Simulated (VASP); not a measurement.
Write the native input for VASP 6.6.1 that does the following.

```yaml
Task: single point
Functional: PBE
Potentials_or_basis: VASP PAW PBE potentials, release 64 (Hf_pv, O)
Cutoff: 520 eV
k_mesh: 2 × 2 × 2, shifted
Occupations: gaussian, width 0.02 eV
Spin: no spin polarisation
Dipole_correction: no
Further_INCAR_settings: LREAL = Auto; ALGO = Normal; EDIFF = 1e-06; NBANDS = 106
```

The structure of HfO2 lies in POSCAR:

```
HfO2
1.0
    4.2677985334      0.0000000000      5.2715318497
   -5.1609175396      5.2121208449      0.0053571393
   -5.1609175396     -5.2121208449      0.0053571393
Hf O
8 16
Direct
    0.7083732276      0.9448498408      0.4877885583
    0.7083732276      0.4448498408      0.9877885583
    0.7916267724      0.0122114417      0.0551501592
    0.7916267724      0.5122114417      0.5551501592
    0.2916267724      0.5551501592      0.0122114417
    0.2916267724      0.0551501592      0.5122114417
    0.2083732276      0.4877885583      0.4448498408
    0.2083732276      0.9877885583      0.9448498408
    0.9766481039      0.1351254423      0.3923389989
    0.9766481039      0.6351254423      0.8923389989
    0.5233518961      0.6076610011      0.3648745577
    0.5233518961      0.1076610011      0.8648745577
    0.0233518961      0.3648745577      0.1076610011
    0.0233518961      0.8648745577      0.6076610011
    0.4766481039      0.8923389989      0.1351254423
    0.4766481039      0.3923389989      0.6351254423
    0.3484185087      0.8049732570      0.4763254661
    0.3484185087      0.3049732570      0.9763254661
    0.1515814913      0.5236745339      0.6950267430
    0.1515814913      0.0236745339      0.1950267430
    0.6515814913      0.6950267430      0.0236745339
    0.6515814913      0.1950267430      0.5236745339
    0.8484185087      0.9763254661      0.8049732570
    0.8484185087      0.4763254661      0.3049732570
```

One way to write it, as run:

INCAR

```
SYSTEM = HfO2
  PREC = Accurate
  ENCUT = 520
  EDIFF = 1E-6
  ISMEAR = 0
  SIGMA = 0.02
  LREAL = Auto
  LASPH = .TRUE.
  NELM = 80
  ALGO = Normal
  ISIF = 2
  LWAVE = .FALSE.
  LCHARG = .FALSE.
  GGA = PE
  NBANDS = 106
```

KPOINTS

```
Automatic mesh
0
Gamma
  2 2 2
  0.5 0.5 0.5
```

Potentials or basis: VASP PAW PBE potentials, release 64 (Hf_pv, O).

Launch:

```sh
$ cat potpaw_PBE.64/Hf_pv/POTCAR potpaw_PBE.64/O/POTCAR > POTCAR
$ mpirun -np 1 vasp_std > vasp.out
```

Results of the run:

```
Pressure               : -3.0 GPa
Largest force          : 0.076 eV/Å
Band gap on the k mesh : 4.27 eV
```

Caveat: the k points lie up to 0.55 Å⁻¹ apart; spin-orbit coupling is left out, which moves the levels of the heavy elements; a shifted mesh leaves out Γ, where band edges can lie.

It took 6.8 min on 1 thread of Intel Xeon 8259CL, with other jobs on the host, peak memory 0.41 GiB.
